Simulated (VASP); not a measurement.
The system is CaB6.

```
Ca B
1.0
     4.14500    0.00000    0.00000
     0.00000    4.14500    0.00000
     0.00000    0.00000    4.14500
Ca B
1 6
Direct
  0.50000 0.50000 0.50000
  0.00000 0.00000 0.29300
  0.00000 0.00000 0.70700
  0.29300 0.00000 0.00000
  0.70700 0.00000 0.00000
  0.00000 0.29300 0.00000
  0.00000 0.70700 0.00000
```

| Quantity | Value |
| --- | --- |
| Program | VASP 6.6.1 |
| Task | relaxation of cell and atoms |
| Functional | PBEsol |
| Potentials or basis | VASP PAW PBE potentials, release 64 (Ca_sv, B) |
| Cutoff | 600 eV |
| k mesh | 6 × 6 × 6 |
| Occupations | gaussian, width 0.1 eV |
| Spin | no spin polarisation |

At the start: pressure 0.3 GPa; volume 10.17 Å³/atom.

Task: How do energy, volume and symmetry change on relaxing?

Result: Over 5 steps the energy falls by 14.1 meV/atom and the volume is 10.03 Å³/atom (-1.4 %); space group Pm-3m (No. 221, to 0.1 Å) before and after.

The path:
```csv
step,energy change (eV),largest force (eV/Å),pressure (GPa),volume (Å³)
1,0.0000,1.3971,0.27,71.22
2,0.2999,2.9377,-3.40,71.39
3,-0.0936,0.0128,-1.87,71.27
4,-0.0936,0.0162,-1.84,71.27
5,-0.0986,0.0211,0.33,70.24
```

Final structure:
```
Ca B
1.0
     4.12594    0.00000    0.00000
     0.00000    4.12594    0.00000
     0.00000    0.00000    4.12594
Ca B
1 6
Direct
  0.50000 0.50000 0.50000
  0.00000 0.00000 0.29869
  0.00000 0.00000 0.70131
  0.29869 0.00000 0.00000
  0.70131 0.00000 0.00000
  0.00000 0.29869 0.00000
  0.00000 0.70131 0.00000
```

Caveat: the PAW data sets were made with another functional, which shifts forces and pressure a little; the relaxation stopped at a loose force limit of 0.05 eV/Å, so its end isn't a converged minimum.
